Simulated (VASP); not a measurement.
Here is a VASP 6.6.1 calculation.

INCAR

```
SYSTEM = GaN
PREC = Accurate ; ENCUT = 600
EDIFF = 1E-6 ; ISMEAR = 0
SIGMA = 0.01 ; LREAL = .FALSE.
LASPH = .TRUE. ; NELM = 60
ALGO = Normal ; ISIF = 3
LWAVE = .FALSE. ; LCHARG = .FALSE.
GGA = CA ; IBRION = 2
NSW = 100 ; EDIFFG = -0.002
PSTRESS = 10.0
```

The input KPOINTS:

```
regular mesh
0
G
  8 8 4
  0 0 0
```

Contents of POSCAR:

```
GaN
1.0
    3.1518156805      0.0000000000      0.0000000000
   -1.5759078402      2.7295524473      0.0000000000
    0.0000000000      0.0000000000      5.1383988121
Ga N
2 2
Direct
    0.3333333333      0.6666666667     -0.0007048346
    0.6666666667      0.3333333333      0.4992951654
    0.3333333333      0.6666666667      0.3757048346
    0.6666666667      0.3333333333      0.8757048346
```

Potentials or basis: VASP PAW LDA potentials, release 64 (Ga_d, N).

The run is started by

```console
$ cat potpaw_LDA.64/Ga_d/POTCAR potpaw_LDA.64/N/POTCAR > POTCAR
$ mpirun -np 1 vasp_std > vasp.out
```

**Question.** What does it give for the band gap on the k mesh?

**Answer.** 2.15 eV.

Final structure:
```
Ga N
1.0
     3.15182    0.00000    0.00000
    -1.57591    2.72955    0.00000
     0.00000    0.00000    5.13840
Ga N
2 2
Direct
  0.33333 0.66667 0.99930
  0.66667 0.33333 0.49930
  0.33333 0.66667 0.37570
  0.66667 0.33333 0.87570
```

Caveat: the relaxation stopped at its first step, so nothing moved; the cell is relaxed towards a set pressure, so the run minimises the enthalpy, not the energy.
